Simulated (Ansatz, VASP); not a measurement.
## Two plane-wave programs on Cs2GaAg

The input INCAR:

```
SYSTEM = Cs2GaAg
  ALGO = Normal
  EDIFF = 1E-6
  EDIFFG = -0.04
  ENCUT = 600
  GGA = PE
  IBRION = 2
  ISIF = 3
  ISMEAR = 0
  LASPH = .TRUE.
  LCHARG = .FALSE.
  LREAL = .FALSE.
  LWAVE = .FALSE.
  NELM = 100
  NSW = 90
  PREC = Accurate
  SIGMA = 0.1
```

Contents of KPOINTS:

```
k-points
0
G
  6 6 2
  0 0 0
```

The input POSCAR:

```
Cs2GaAg
1.0
    4.6717454300      0.0000000000      0.0000000000
   -2.3358727100      4.0458502200      0.0000000000
    0.0000000000      0.0000000000      7.5693078100
Cs Ga Ag
2 1 1
Direct
    0.6666666700      0.3333333300      0.7485837300
    0.3333333300      0.6666666700      0.2514162700
    0.0000000000      0.0000000000      0.0000000000
    0.0000000000      0.0000000000      0.5000000000
```

Input for Ansatz:

```yaml
crystal:
  lattice:
    - [4.67174543, 0.0, 0.0]
    - [-2.33587271, 4.04585022, 0.0]
    - [0.0, 0.0, 7.56930781]
  atoms:
    - { symbol: Cs, position: [0.66666667, 0.33333333, 0.74858373] }
    - { symbol: Cs, position: [0.33333333, 0.66666667, 0.25141627] }
    - { symbol: Ga, position: [0.0, 0.0, 0.0] }
    - { symbol: Ag, position: [0.0, 0.0, 0.5] }
basis:
  ecutwfc: 420
kpoints:
  mp_grid: { grid: [6, 6, 2] }
hamiltonian:
  xc: pbe
scf:
  occupations: { method: gaussian, width: 0.1 }
  lower_state_search: "off"
output:
  forces: true
  stress: true
  eigenvalues: true
relax:
  adjacent_minimum: "off"
  f_tol: 0.04
  max_steps: 70
  cell: { stress_tol: 0.4 }
```

Change from the starting cell: species swapped into the TmAgTe2 type (P-3m1, No. 164).

Alike in both runs: task relaxation of cell and atoms; functional PBE; k mesh 6 × 6 × 2; occupations gaussian, width 0.1 eV; no spin polarisation.

|  | VASP | Ansatz |
| --- | --- | --- |
| version | VASP 6.6.1 | Ansatz 0.2.0 |
| potentials or method | VASP PAW PBE potentials, release 64 (Cs_sv, Ga_d, Ag), cutoff 600 eV | scalar-relativistic, plane waves, PAW |
| valence electrons in the cell | 42 | 50 |

|  | VASP | Ansatz | Ansatz less VASP |
| --- | --- | --- | --- |
| gap on the k mesh at the Fermi level, each at its own relaxed structure (eV) | none | none | - |
| relaxed volume (Å³/atom) | 50.72 | 50.94 | +0.226 |
| relaxed cell length with the largest relative difference (Å) | 6.422 | 6.462 | +0.0398 |

A gap of «none» marks a metal or a gap that the smearing closes. VASP's potentials hold 42 valence electrons a cell and Ansatz's 50, so a difference there can come from the potentials and not from the codes.

The k mesh is coarse, so the values compare programs but aren't converged. Spin-orbit coupling is off throughout. Noted on VASP's run: the volume moved by over 15 % at a fixed basis, so the end points are rough.
